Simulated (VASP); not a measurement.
## SnO: single point with PBE+D3(BJ)

SnO, a slab with vacuum:

```
CELL_PARAMETERS angstrom
3.82017 0.00000 0.00000
0.00000 3.82017 0.00000
0.00000 0.00000 22.22607
ATOMIC_POSITIONS crystal
Sn 0.50000 0.00000 0.20246
Sn 0.00000 0.50000 0.30878
Sn 0.25000 0.75000 0.46626
Sn 0.75000 0.25000 0.57257
O 0.00000 0.00000 0.25562
O 0.50000 0.50000 0.25562
O 0.75000 0.75000 0.51941
O 0.25000 0.25000 0.51941
```

This cell differs from its parent crystal: layers slid over each other.

* Program: VASP 6.6.1
* Task: single point
* Functional: PBE
* Dispersion: D3(BJ)
* Potentials or basis: VASP PAW PBE potentials, release 64 (Sn_d, O)
* Cutoff: 520 eV
* k mesh: 7 × 7 × 1
* Occupations: gaussian, width 0.05 eV
* Spin: no spin polarisation

```yaml
Largest_force: 0.155 eV/Å
Band_gap_on_the_k_mesh: 2.03 eV (least direct gap 2.41 eV)
Dispersion_energy_per_atom: -0.163 eV
```

Forces on the atoms (eV/Å):
```
Sn  -0.016 -0.016 -0.066
Sn  -0.105 -0.105 -0.047
Sn   0.105  0.105  0.047
Sn   0.016  0.016  0.066
O    0.032 -0.086  0.009
O   -0.086  0.032  0.009
O    0.086 -0.032 -0.009
O   -0.032  0.086 -0.009
```

Levels at points of the mesh, in eV from the valence-band top:
```csv
k point,band 37,band 38,band 39,band 40,band 41,band 42,band 43,band 44
"(0.00, 0.00, 0.00)",-2.18,-2.18,-1.00,-0.05,2.36,2.62,2.62,4.07
```

Run time: 3.9 min on 1 thread of Intel(R) Xeon(R) Platinum 8488C (Sapphire Rapids), with other jobs on the host, peak memory 0.45 GiB.

Caveat: the cell differs from its parent crystal (layers slid over each other); spin-orbit coupling is left out, which moves the levels of the heavy elements.
